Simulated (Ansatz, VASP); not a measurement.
**One calculation of MgNb2O4, two programs**

Contents of INCAR:

```
ALGO = Normal
EDIFF = 1E-6
ENCUT = 520
GGA = PE
ISIF = 2
ISMEAR = 0
LASPH = True
LCHARG = False
LREAL = False
LWAVE = False
NBANDS = 65
NELM = 80
PREC = Accurate
SIGMA = 0.02
```

KPOINTS

```
k-points
0
Gamma
  4 10 6
```

File POSCAR:

```
MgNb2O4
1.0
   10.7018301700      0.0000000000      0.0000000000
    0.0000000000      2.9543173769      0.0000000000
    0.0000000000      0.0000000000      5.0165414524
Mg Nb O
2 4 8
Direct
    0.5000000000      0.0000000000      0.0000000000
    0.0000000000      0.0000000000      0.0000000000
    0.2500000000      0.5000000000      0.1649698229
    0.2500000000      0.0000000000      0.6566982463
    0.7500000000      0.0000000000      0.3433017537
    0.7500000000      0.5000000000      0.8350301771
    0.3707900062      0.0000000000      0.3182582210
    0.1292099938      0.0000000000      0.3182582210
    0.1226095196      0.5000000000      0.8388690342
    0.3773904804      0.5000000000      0.8388690342
    0.6226095196      0.5000000000      0.1611309658
    0.8773904804      0.5000000000      0.1611309658
    0.6292099938      0.0000000000      0.6817417790
    0.8707900062      0.0000000000      0.6817417790
```

Input for Ansatz:

```yaml
crystal:
  lattice:
    - [10.70183017, 0.0, 0.0]
    - [0.0, 2.9543173769, 0.0]
    - [0.0, 0.0, 5.0165414524]
  atoms:
    - { symbol: Mg, position: [0.5, 0.0, 0.0] }
    - { symbol: Mg, position: [0.0, 0.0, 0.0] }
    - { symbol: Nb, position: [0.25, 0.5, 0.1649698229] }
    - { symbol: Nb, position: [0.25, 0.0, 0.6566982463] }
    - { symbol: Nb, position: [0.75, 0.0, 0.3433017537] }
    - { symbol: Nb, position: [0.75, 0.5, 0.8350301771] }
    - { symbol: O, position: [0.3707900062, 0.0, 0.318258221] }
    - { symbol: O, position: [0.1292099938, 0.0, 0.318258221] }
    - { symbol: O, position: [0.1226095196, 0.5, 0.8388690342] }
    - { symbol: O, position: [0.3773904804, 0.5, 0.8388690342] }
    - { symbol: O, position: [0.6226095196, 0.5, 0.1611309658] }
    - { symbol: O, position: [0.8773904804, 0.5, 0.1611309658] }
    - { symbol: O, position: [0.6292099938, 0.0, 0.681741779] }
    - { symbol: O, position: [0.8707900062, 0.0, 0.681741779] }
basis:
  ecutwfc: 420
kpoints:
  mp_grid: { grid: [4, 10, 6] }
  band_path:
    path:
      - [[0.0, 0.0, 0.0], [0.5, 0.0, 0.0], [0.5, 0.5, 0.0], [0.0, 0.5, 0.0], [0.0, 0.0, 0.0], [0.0, 0.0, 0.5], [0.5, 0.0, 0.5], [0.5, 0.5, 0.5], [0.0, 0.5, 0.5], [0.0, 0.0, 0.5]]
      - [[0.5, 0.0, 0.0], [0.5, 0.0, 0.5]]
      - [[0.0, 0.5, 0.0], [0.0, 0.5, 0.5]]
      - [[0.5, 0.5, 0.0], [0.5, 0.5, 0.5]]
    npoints: 10
hamiltonian:
  xc: pbe
scf:
  occupations: { method: gaussian, width: 0.02 }
  n_extra_bands: 35
output:
  forces: true
  stress: true
  eigenvalues: true
  populations: true
  dos: { projected: true, de: 0.02, nscf_kmesh: { grid: [6, 15, 9] } }
  bader: false
```

Alike in both runs: task single point; functional PBE; k mesh 4 × 10 × 6; occupations gaussian, width 0.02 eV; no spin polarisation.

|  | VASP | Ansatz |
| --- | --- | --- |
| version | VASP 6.6.1 | Ansatz 0.2.0 |
| potentials or method | VASP PAW PBE potentials, release 64 (Mg, Nb_sv, O), cutoff 520 eV | scalar-relativistic, plane waves, PAW |
| valence electrons in the cell | 104 | 120 |

Ansatz gave:

| Property | Result |
| --- | --- |
| gap on the k mesh at the Fermi level (eV) | 1.23 |
| least direct gap on the mesh (eV) | 1.38 |
| pressure (GPa) | 0.0 |
| rms of the force components (eV/Å) | 0.002 |

Problem. What did VASP give for the same quantities?

Solution. gap on the k mesh at the Fermi level (eV): 1.23; least direct gap on the mesh (eV): 1.38; pressure (GPa): -0.4; rms of the force components (eV/Å): 0.008.

Atom by atom the forces differ by 0.008 eV/Å (rms over components). The functional is the same, so the differences come from potentials, cutoffs and numerics. VASP's potentials hold 104 valence electrons a cell and Ansatz's 120, so a difference there can come from the potentials and not from the codes.
